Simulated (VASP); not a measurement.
**PtSe2: single point with PBE+D3(BJ)**

The system is PtSe2.

```
CELL_PARAMETERS angstrom
3.78359 0.00000 0.00000
-1.89180 3.27669 0.00000
0.00000 0.00000 5.07996
ATOMIC_POSITIONS crystal
Pt 0.00000 0.00000 0.00000
Se 0.33333 0.66667 0.25343
Se 0.66667 0.33333 0.74657
```

| Property | Result |
| --- | --- |
| Program | VASP 6.6.1 |
| Task | single point |
| Functional | PBE |
| Dispersion | D3(BJ) |
| Potentials or basis | VASP PAW PBE potentials, release 64 (Pt, Se) |
| Cutoff | 520 eV |
| k mesh | 15 × 15 × 10 |
| Occupations | gaussian, width 0.1 eV |
| Spin | no spin polarisation |

```json
{"Pressure": "-2.4 GPa", "Band gap on the k mesh": "zero (bands 11 and 12 overlap by 0.51 eV)", "Dispersion energy per atom": "-0.461 eV"}
```

Levels at points of the mesh, in eV from the Fermi level:
```
           k point  band 7  band 8  band 9  band 10  band 11  band 12  band 13  band 14  band 15  band 16
(0.00, 0.00, 0.00)   -3.75   -2.45   -1.01    -1.01     0.47     1.32     1.32     3.65     3.91     7.29
(0.00, 0.00, 0.50)   -3.78   -2.81   -1.73    -1.47    -1.47     2.16     2.16     4.85     6.09     6.73
```

Wall time 3.1 min on 1 thread of Intel(R) Xeon(R) Platinum 8375C CPU @ 2.90GHz (Ice Lake), on a shared host, peak memory 0.4 GiB.

Caveat: spin-orbit coupling is left out, which moves the levels of the heavy elements.
